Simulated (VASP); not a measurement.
Wanted: the native input for a VASP 6.6.1 run.

| Property | Result |
| --- | --- |
| Task | single point |
| Functional | PBEsol |
| Potentials or basis | VASP PAW PBE potentials, release 64 (Ba_sv, Cu_sv_GW) |
| Cutoff | 820 eV |
| k mesh | 8 × 8 × 8 |
| Occupations | gaussian, width 0.05 eV |
| Spin | no spin polarisation |
| Dipole correction | no |
| Further INCAR settings | ALGO = Normal; EDIFF = 1e-06; NBANDS = 42 |

The structure of BaCu3 lies in POSCAR:

```
BaCu3
1.0
    4.3375357799      0.0000000000      0.0000000000
    0.0000000000      4.3375357799      0.0000000000
    0.0000000000      0.0000000000      4.3375357799
Ba Cu
1 3
Direct
    0.0000000000      0.0000000000      0.0000000000
    0.0000000000      0.5000000000      0.5000000000
    0.5000000000      0.5000000000      0.0000000000
    0.5000000000      0.0000000000      0.5000000000
```

These files were run (other wordings do the same):

INCAR

```
SYSTEM = BaCu3
PREC     = Accurate       ! precision mode
ENCUT    = 820            ! plane-wave cutoff, eV
EDIFF    = 1E-6           ! SCF threshold, eV
ISMEAR   = 0              ! smearing method
SIGMA    = 0.05           ! smearing width, eV
LREAL    = .False.        ! projectors in reciprocal space
LASPH    = .True.         ! aspherical terms in the spheres
NELM     = 120            ! most SCF steps
ALGO     = Normal         ! electronic algorithm
ISIF     = 2              ! what is computed and relaxed
LWAVE    = .False.        ! write WAVECAR
LCHARG   = .False.        ! write CHGCAR
GGA      = PS             ! functional
NBANDS   = 42             ! bands
GGA_COMPAT= .False.
```

KPOINTS

```
regular mesh
0
Gamma
  8 8 8
  0 0 0
```

Potentials or basis: VASP PAW PBE potentials, release 64 (Ba_sv, Cu_sv_GW).

Command:

```console
$ cat potpaw_PBE.64/Ba_sv/POTCAR potpaw_PBE.64/Cu_sv_GW/POTCAR > POTCAR
$ mpirun -np 1 vasp_std > vasp.out
```

Results of the run:

The pressure is -0.3 GPa and the band gap on the k mesh is zero (an odd number of electrons rules out a gap without spin polarisation).

Caveat: the PAW data sets were made with another functional, which shifts forces and pressure a little; spin-orbit coupling is left out, which moves the levels of the heavy elements.

It took 3.6 min on 1 thread of Intel(R) Xeon(R) Platinum 8488C (Sapphire Rapids) (shared host), peak memory 0.42 GiB.
